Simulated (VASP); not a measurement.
# In in VASP: settings compared

In is run at these levels: PBE, LDA, PBEsol; tasks: single point.

Everything below comes from runs of VASP 6.6.1. Logs are shortened: lines on timing, memory, paths and dates and some standing lists are left out, and cuts for length are marked.

## (1) The cell of the first run

The cell holds a slab with vacuum, 3 atoms: a = 3.335 Å, b = 3.335 Å, c = 20.509 Å, α = 90.00°, β = 90.00°, γ = 120.00°.

## (2) Single point, PBE

The input, INCAR:

```
  PREC = Accurate
  ENCUT = 400
  EDIFF = 1E-6
  ISMEAR = -1
  SIGMA = 0.05
  LREAL = False
  LASPH = True
  NELM = 120
  ALGO = Normal
  ISIF = 2
  LWAVE = False
  LCHARG = False
  GGA = PE
  NBANDS = 26
  GGA_COMPAT = False
  NELMDL = -8
```

The input, KPOINTS:

```
Automatic mesh
0
Gamma
  9 9 1
```

The input, POSCAR:

```
In
1.0
    3.3354847820      0.0000000000      0.0000000000
   -1.6677423910      2.8886145552      0.0000000000
    0.0000000000      0.0000000000     20.5091429200
In
3
Direct
    0.3333333300      0.6666666600      0.3656905620
    0.6666666700      0.3333333400      0.5000000000
    0.3333333300      0.6666666600      0.6343094380
```

Potentials or basis: VASP PAW PBE potentials, release 64 (In_d).

Started as:

```
$ cat potpaw_PBE.64/In_d/POTCAR > POTCAR
$ mpirun -np 1 vasp_std > vasp.out
```

OUTCAR:

```text
PREC = Accurate
   ENCUT = 400
   EDIFF = 1E-6
   ISMEAR = -1
   LREAL = False
   LASPH = True
   NELM = 120
   ISIF = 2
   GGA = PE
   NELMDL = -8

 ion  position               nearest neighbor table
   1  0.333  0.667  0.366-   2 3.36   2 3.36   2 3.36
   2  0.667  0.333  0.500-   1 3.36   3 3.36   1 3.36   3 3.36   1 3.36   3 3.36
   3  0.333  0.667  0.634-   2 3.36   2 3.36   2 3.36

  LATTYP: Found a hexagonal cell.
 ALAT       =     3.3354847820
 C/A-ratio  =     6.1487742444

  Lattice vectors:

 A1 = (   3.3354847820,   0.0000000000,   0.0000000000)
 A2 = (  -1.6677423910,   2.8886145552,   0.0000000000)
 A3 = (   0.0000000000,   0.0000000000,  20.5091429200)

Analysis of symmetry for initial positions (statically):
=====================================================================
 Subroutine PRICEL returns:
 Original cell was already a primitive cell.

 Routine SETGRP: Setting up the symmetry group for a
 hexagonal supercell.

 Subroutine GETGRP returns: Found 12 space group operations
 (whereof 12 operations were pure point group operations)
 out of a pool of 24 trial point group operations.

The static configuration has the point symmetry D_3h.

Analysis of symmetry for dynamics (positions and initial velocities):
=====================================================================
 Subroutine PRICEL returns:
 Original cell was already a primitive cell.

 Routine SETGRP: Setting up the symmetry group for a
 hexagonal supercell.

 Subroutine GETGRP returns: Found 12 space group operations
 (whereof 12 operations were pure point group operations)
 out of a pool of 24 trial point group operations.

The dynamic configuration has the point symmetry D_3h.

 Subroutine INISYM returns: Found 12 space group operations
 (whereof 12 operations are pure point group operations),
 and found     1 'primitive' translations

----------------------------------------------------------------------------------------

                                     Primitive cell

  volume of cell :     197.6042

  direct lattice vectors                    reciprocal lattice vectors
     3.335484782  0.000000000  0.000000000     0.299806495  0.173093360  0.000000000
    -1.667742391  2.888614555  0.000000000     0.000000000  0.346186721  0.000000000
     0.000000000  0.000000000 20.509142920     0.000000000  0.000000000  0.048758742

  length of vectors
     3.335484782  3.335484782 20.509142920     0.346186721  0.346186721  0.048758742

  position of ions in fractional coordinates (direct lattice)
     0.333333330  0.666666660  0.365690562
     0.666666670  0.333333340  0.500000000
     0.333333330  0.666666660  0.634309438

  ion indices of the primitive-cell ions
   primitive index   ion index
                 1           1
                 2           2
                 3           3

----------------------------------------------------------------------------------------

 KPOINTS: Automatic mesh

Automatic generation of k-mesh.
 Grid dimensions read from file:
 generate k-points for:    9    9    1

 Generating k-lattice:

  Cartesian coordinates                     Fractional coordinates (reciprocal lattice)
     0.033311833  0.019232596  0.000000000     0.111111111  0.000000000  0.000000000
     0.000000000  0.038465191  0.000000000     0.000000000  0.111111111  0.000000000
     0.000000000  0.000000000  0.048758742     0.000000000  0.000000000  1.000000000

  Length of vectors
     0.038465191  0.038465191  0.048758742

  Shift w.r.t. Gamma in fractional coordinates (k-lattice)
     0.000000000  0.000000000  0.000000000

 Subroutine IBZKPT returns following result:
 ===========================================

 Found     12 irreducible k-points:

 Following reciprocal coordinates:
            Coordinates               Weight
  0.000000  0.000000  0.000000      1.000000
  0.111111  0.000000  0.000000      6.000000
  0.222222  0.000000  0.000000      6.000000
  0.333333  0.000000  0.000000      6.000000
  0.444444  0.000000  0.000000      6.000000
  0.111111  0.111111  0.000000      6.000000
  0.222222  0.111111  0.000000     12.000000
  0.333333  0.111111  0.000000     12.000000
  0.444444  0.111111  0.000000      6.000000
  0.222222  0.222222  0.000000      6.000000
  0.333333  0.222222  0.000000     12.000000
  0.333333  0.333333  0.000000      2.000000
   k-points           NKPTS =     12   k-points in BZ     NKDIM =     12   number of bands    NBANDS=     26
   number of dos      NEDOS =    301   number of ions     NIONS =      3
   total plane-waves  NPLWV =  80640
   dimension x,y,z NGX =    24 NGY =   24 NGZ =  140
   dimension x,y,z NGXF=    48 NGYF=   48 NGZF=  280
   ions per type =               3
   NGX,Y,Z   is equivalent  to a cutoff of  11.96, 11.96, 11.35 a.u.
   NGXF,Y,Z  is equivalent  to a cutoff of  23.92, 23.92, 22.70 a.u.
 SYSTEM =  unknown system
   PREC   = accura    normal or accurate (medium, high low for compatibility)
   ISTART =      0    job   : 0-new  1-cont  2-samecut
   ICHARG =      2    charge: 1-file 2-atom 10-const
   ISPIN  =      1    spin polarized calculation?
   LNONCOLLINEAR =      F non collinear calculations
   LSORBIT =      F    spin-orbit coupling
   LASPH  =      T    aspherical Exc in radial PAW
   ENCUT  =  400.0 eV  29.40 Ry    5.42 a.u.   5.44  5.44 33.45*2*pi/ulx,y,z
   NELM   =    120;   NELMIN=  2; NELMDL= -8     # of ELM steps
   EDIFF  = 0.1E-05   stopping-criterion for ELM
   LREAL  =      F    real-space projection
   EDIFFG = 0.1E-04   stopping-criterion for IOM
   NSW    =      0    number of steps for IOM
   IBRION =     -1    ionic relax: 0-MD 1-quasi-New 2-CG
   NFREE  =      0    steps in history (QN), initial steepest desc. (CG)
   ISIF   =      2    stress and relaxation
   ISYM   =      2    0-nonsym 1-usesym 2-fastsym
   POTIM  = 0.5000    time-step for ionic-motion
   TEBEG  =    0.0;   TEEND  =   0.0 temperature during run
   PSTRESS=    0.0 pullay stress
   NELECT =      39.0000    total number of electrons
   NUPDOWN=      -1.0000    fix difference up-down
   EMIN   =  10.00;   EMAX   =-10.00  energy-range for DOS
   EFERMI =   0.00;   METHOD = LEGACY
   ISMEAR =    -1;   SIGMA  =   0.05  broadening in eV -4-tet -1-fermi 0-gaus
   EFERMI_NEDOS =   21; number of points for ismear=-14 and -15
   IALGO  =     38    algorithm
   IMIX   =      4    mixing-type and parameters
     AMIX     =   0.40;   BMIX     =  1.00
     AMIX_MAG =   1.60;   BMIX_MAG =  1.00
  volume/ion in A,a.u.               =      65.87       444.50
  Fermi-wavevector in a.u.,A,eV,Ry     =   0.953157  1.801205 12.361000  0.908508
  Thomas-Fermi vector in A             =   2.081786
   LORBIT       =      0    0 simple, 1 ext, 2 COOP (PROOUT), +10 PAW based schemes
   GGA     = PE    functional components
   LHFCALC =     F    Hartree Fock is set to
   AEXX    =    0.0000 exact exchange contribution
   IVDW    =     0    specifies the selected vdW correction
   LEPSILON=     F    determine dielectric tensor
   LRPA    =     F    only Hartree local field effects (RPA)
 non-spin polarized calculation
  energy-cutoff  :      400.00
  volume of cell :      197.60
 maximum number of plane-waves:      3643
 NGX is ok and might be reduce to    24
   NGX = 11   NGY = 11   NGZ = 67

 number of electron      38.9999987 magnetization

 Free energy of the ion-electron system (eV)
  ---------------------------------------------------
  ext. energy  EPLUGINS =         0.00000000
  ---------------------------------------------------
  free energy    TOTEN  =        -7.33906259 eV

  energy without entropy =       -7.32183915  energy(sigma->0) =       -7.33045087

 E-fermi :   0.6723     XC(G=0):  -4.8448

 val. band max:        0.6668680700   @ k =   0.3333   0.0000   0.0000
 cond. band min:       0.8703294831   @ k =   0.2222   0.2222   0.0000
 fundamental gap:      0.2034614131
 Fermi energy:         0.6722542788

 k-point     1 :       0.0000    0.0000    0.0000
  band No.  band energies     occupation
      1     -14.0387      2.00000
      2     -14.0088      2.00000
      3     -14.0088      2.00000
      4     -13.9076      2.00000
      5     -13.9060      2.00000
      6     -13.8678      2.00000
[... 18 lines left out ...]
     25       8.3441      0.00000
     26       8.9260      0.00000

 k-point     2 :       0.1111    0.0000    0.0000
  band No.  band energies     occupation
      1     -14.0364      2.00000
      2     -14.0039      2.00000
      3     -13.9758      2.00000
      4     -13.9122      2.00000
      5     -13.8859      2.00000
      6     -13.8620      2.00000
[... 18 lines left out ...]
     25       7.0321      0.00000
     26       8.2252      0.00000

 k-point     3 :       0.2222    0.0000    0.0000
  band No.  band energies     occupation
      1     -14.0747      2.00000
      2     -13.9588      2.00000
      3     -13.9546      2.00000
      4     -13.8915      2.00000
      5     -13.8751      2.00000
      6     -13.8684      2.00000
[... 18 lines left out ...]
     25       6.5979      0.00000
     26       6.6635      0.00000

 k-point     4 :       0.3333    0.0000    0.0000
  band No.  band energies     occupation
      1     -14.1204      2.00000
      2     -14.0097      2.00000
      3     -13.9464      2.00000
      4     -13.9118      2.00000
      5     -13.8920      2.00000
      6     -13.8864      2.00000
[... 18 lines left out ...]
     25       5.8857      0.00000
     26       6.3066      0.00000

 k-point     5 :       0.4444    0.0000    0.0000
  band No.  band energies     occupation
      1     -14.1501      2.00000
      2     -14.0475      2.00000
      3     -13.9612      2.00000
      4     -13.9443      2.00000
      5     -13.9098      2.00000
      6     -13.8994      2.00000
[... 18 lines left out ...]
     25       5.3208      0.00000
     26       6.6875      0.00000

 k-point     6 :       0.1111    0.1111    0.0000
  band No.  band energies     occupation
      1     -14.0362      2.00000
      2     -14.0051      2.00000
      3     -13.9365      2.00000
      4     -13.9096      2.00000
      5     -13.8694      2.00000
      6     -13.8510      2.00000
[... 18 lines left out ...]
     25       6.2834      0.00000
     26       6.4739      0.00000

 k-point     7 :       0.2222    0.1111    0.0000
  band No.  band energies     occupation
      1     -14.0688      2.00000
      2     -13.9821      2.00000
      3     -13.9648      2.00000
      4     -13.8962      2.00000
      5     -13.8582      2.00000
      6     -13.8548      2.00000
[... 18 lines left out ...]
     25       5.5187      0.00000
     26       5.9119      0.00000

 k-point     8 :       0.3333    0.1111    0.0000
  band No.  band energies     occupation
      1     -14.1029      2.00000
      2     -14.0270      2.00000
      3     -13.9464      2.00000
      4     -13.9219      2.00000
      5     -13.8860      2.00000
      6     -13.8760      2.00000
[... 18 lines left out ...]
     25       4.9698      0.00000
     26       5.9865      0.00000

 k-point     9 :       0.4444    0.1111    0.0000
  band No.  band energies     occupation
      1     -14.1165      2.00000
      2     -14.0456      2.00000
      3     -13.9485      2.00000
      4     -13.9322      2.00000
      5     -13.8974      2.00000
      6     -13.8868      2.00000
[... 18 lines left out ...]
     25       5.0245      0.00000
     26       5.3125      0.00000

 k-point    10 :       0.2222    0.2222    0.0000
  band No.  band energies     occupation
      1     -14.0289      2.00000
      2     -14.0078      2.00000
      3     -13.9697      2.00000
      4     -13.9357      2.00000
      5     -13.8311      2.00000
      6     -13.8132      2.00000
[... 18 lines left out ...]
     25       4.5898      0.00000
     26       4.9378      0.00000

 k-point    11 :       0.3333    0.2222    0.0000
  band No.  band energies     occupation
      1     -14.0250      2.00000
      2     -14.0204      2.00000
      3     -13.9586      2.00000
      4     -13.9388      2.00000
      5     -13.8232      2.00000
      6     -13.8066      2.00000
[... 18 lines left out ...]
     25       3.9952      0.00000
     26       5.4282      0.00000

 k-point    12 :       0.3333    0.3333    0.0000
  band No.  band energies     occupation
      1     -14.0121      2.00000
      2     -13.9850      2.00000
      3     -13.9398      2.00000
      4     -13.9189      2.00000
      5     -13.8912      2.00000
      6     -13.7872      2.00000
[... 18 lines left out ...]
     25       3.9054      0.00000
     26       5.0345      0.00000

------------------------ aborting loop because EDIFF is reached ----------------------------------------

  FORCE on cell =-STRESS in cart. coord.  units (eV):
  Direction    XX          YY          ZZ          XY          YZ          ZX
  --------------------------------------------------------------------------------------
  -------------------------------------------------------------------------------------
  Total       -0.4119395     -0.4119395      0.2939155      0.0000000      0.0000000      0.0000000
  in kB       -3.3400110     -3.3400110      2.3830708      0.0000000      0.0000000      0.0000000
  external PRESSURE =      -1.4323171 kB  Pullay stress =       0.0000000 kB

 VOLUME and BASIS-vectors are now :
 -----------------------------------------------------------------------------
  energy-cutoff  :      400.00
  volume of cell :      197.60
      direct lattice vectors                 reciprocal lattice vectors
     3.335484782  0.000000000  0.000000000     0.299806495  0.173093360  0.000000000
    -1.667742391  2.888614555  0.000000000     0.000000000  0.346186721  0.000000000
     0.000000000  0.000000000 20.509142920     0.000000000  0.000000000  0.048758742

 POSITION                                       TOTAL-FORCE (eV/Angst)
 -----------------------------------------------------------------------------------
      0.00000      1.92574      7.50000        -0.000000     -0.000000     -0.061297
      1.66774      0.96287     10.25457        -0.000000      0.000000      0.000000
      0.00000      1.92574     13.00914         0.000000      0.000000      0.061297
 -----------------------------------------------------------------------------------
    total drift:                                0.000000      0.000008      0.000000

  FREE ENERGIE OF THE ION-ELECTRON SYSTEM (eV)
  ---------------------------------------------------
  free  energy   TOTEN  =        -7.3390625898 eV

  energy  without entropy=       -7.3218391496  energy(sigma->0) =       -7.33045087
```

Wall time 61 s (1 thread of Intel Xeon Platinum 8375C at 2.90GHz (Ice Lake), shared host); peak memory 0.24 GiB.

What came out:

```yaml
Free_energy: -7.3391 eV
Largest_force: 0.061 eV/Å
```

Forces on the atoms (eV/Å):
```
In   0.000  0.000 -0.061
In   0.000  0.000  0.000
In   0.000  0.000  0.061
```

Levels at points of the mesh, in eV from the Fermi level:
| k point | band 15 | band 16 | band 17 | band 18 | band 19 | band 20 | band 21 | band 22 | band 23 | band 24 |
| --- | --- | --- | --- | --- | --- | --- | --- | --- | --- | --- |
| (0.00, 0.00, 0.00) | -14.31 | -9.02 | -7.66 | -5.70 | -2.17 | 0.75 | 3.12 | 3.64 | 5.13 | 5.16 |

Caveat: spin-orbit coupling is left out, which moves the levels of the heavy elements.

## (3) Single point, LDA

The input, INCAR:

```
SYSTEM = In
PREC = Accurate
ENCUT = 400
EDIFF = 1E-6
ISMEAR = -1
SIGMA = 0.05
LREAL = .FALSE.
LASPH = .TRUE.
NELM = 120
ALGO = Normal
ISIF = 2
LWAVE = .FALSE.
LCHARG = .FALSE.
GGA = CA
NBANDS = 26
GGA_COMPAT = .FALSE.
NELMDL = -8
```

The input, KPOINTS:

```
regular mesh
0
G
  9 9 1
  0 0 0
```

POSCAR is that of step 2.

Potentials or basis: VASP PAW LDA potentials, release 64 (In_d).

Started as:

```
$ cat potpaw_LDA.64/In_d/POTCAR > POTCAR
$ mpirun -np 1 vasp_std > vasp.out
```

OUTCAR:

```text
SYSTEM = In
   PREC = Accurate
   ENCUT = 400
   EDIFF = 1E-6
   ISMEAR = -1
   LREAL = .FALSE.
   LASPH = .TRUE.
   NELM = 120
   ISIF = 2
   GGA = CA
   NELMDL = -8

 ion  position               nearest neighbor table
   1  0.333  0.667  0.366-   2 3.36   2 3.36   2 3.36
   2  0.667  0.333  0.500-   1 3.36   3 3.36   1 3.36   3 3.36   1 3.36   3 3.36
   3  0.333  0.667  0.634-   2 3.36   2 3.36   2 3.36

  LATTYP: Found a hexagonal cell.
 ALAT       =     3.3354847820
 C/A-ratio  =     6.1487742444

  Lattice vectors:
[... 524 lines left out ...]

  FORCE on cell =-STRESS in cart. coord.  units (eV):
  Direction    XX          YY          ZZ          XY          YZ          ZX
  --------------------------------------------------------------------------------------
  -------------------------------------------------------------------------------------
  Total       -2.5611304     -2.5611304     -1.2123663      0.0000000      0.0000000      0.0000000
  in kB      -20.7656821    -20.7656821     -9.8298834      0.0000000      0.0000000      0.0000000
  external PRESSURE =     -17.1204159 kB  Pullay stress =       0.0000000 kB

 VOLUME and BASIS-vectors are now :
 -----------------------------------------------------------------------------
  energy-cutoff  :      400.00
  volume of cell :      197.60
      direct lattice vectors                 reciprocal lattice vectors
     3.335484782  0.000000000  0.000000000     0.299806495  0.173093360  0.000000000
    -1.667742391  2.888614555  0.000000000     0.000000000  0.346186721  0.000000000
     0.000000000  0.000000000 20.509142920     0.000000000  0.000000000  0.048758742

 POSITION                                       TOTAL-FORCE (eV/Angst)
 -----------------------------------------------------------------------------------
      0.00000      1.92574      7.50000         0.000000     -0.000000      0.212551
      1.66774      0.96287     10.25457        -0.000000     -0.000000      0.000000
      0.00000      1.92574     13.00914         0.000000      0.000000     -0.212551
 -----------------------------------------------------------------------------------
    total drift:                                0.000000      0.000008      0.000000

  FREE ENERGIE OF THE ION-ELECTRON SYSTEM (eV)
  ---------------------------------------------------
  free  energy   TOTEN  =        -9.0177733733 eV

  energy  without entropy=       -9.0010567400  energy(sigma->0) =       -9.00941506
```

Run time: 52 s. Hardware: 1 thread of Intel Xeon Platinum 8375C at 2.90GHz (Ice Lake), shared host; peak memory 0.21 GiB.

Results:

```yaml
Free_energy: -9.0178 eV
Largest_force: 0.213 eV/Å
```

Forces on the atoms (eV/Å):
```
In   0.000  0.000  0.213
In   0.000  0.000  0.000
In   0.000  0.000 -0.213
```

Caveat: spin-orbit coupling is left out, which moves the levels of the heavy elements.

## (4) Single point, PBEsol

Changes to INCAR since step 3:

```diff
@@ -13,3 +13,3 @@
 LCHARG = .FALSE.
-GGA = CA
+GGA = PS
 NBANDS = 26
```

The input, KPOINTS:

```
Automatic mesh
0
G
  9 9 1
  0 0 0
```

POSCAR is that of step 3.

Potentials or basis: VASP PAW PBE potentials, release 64 (In_d).

Started as:

```
$ cat potpaw_PBE.64/In_d/POTCAR > POTCAR
$ mpirun -np 1 vasp_std > vasp.out
```

Wall time 61 s (1 thread of Intel Xeon Platinum 8375C at 2.90GHz (Ice Lake), shared host); peak memory 0.24 GiB.

Results (log left out):

```
Free energy   : -8.4377 eV
Largest force : 0.110 eV/Å
```

Forces on the atoms (eV/Å):
```
In   0.000  0.000  0.110
In   0.000  0.000  0.000
In   0.000  0.000 -0.110
```

Levels at points of the mesh, in eV from the Fermi level:
```csv
k point,band 16,band 17,band 18,band 19,band 20,band 21,band 22,band 23
"(0.00, 0.00, 0.00)",-9.03,-7.67,-5.71,-2.16,0.77,3.25,3.78,5.24
```

Caveat: the PAW data sets were made with another functional, which shifts forces and pressure a little; spin-orbit coupling is left out, which moves the levels of the heavy elements.

## (5) Summary

```tsv
level	potentials or basis	gap on the mesh (eV)	largest force (eV/Å)
PBE	VASP PAW PBE potentials, release 64 (In_d)	none	0.06
LDA	VASP PAW LDA potentials, release 64 (In_d)	none	0.21
PBEsol	VASP PAW PBE potentials, release 64 (In_d)	none	0.11
```

Alike in all rows: task single point; no spin polarisation; cell as given; k mesh 9 × 9 × 1; cutoff (eV) 400; smearing fermi-dirac 0.05 eV.

Caveats: spin-orbit coupling is left out, which moves the levels of the heavy elements; the PAW data sets were made with another functional, which shifts forces and pressure a little (some runs).

Absolute energies hang on the potentials; compare differences alone.
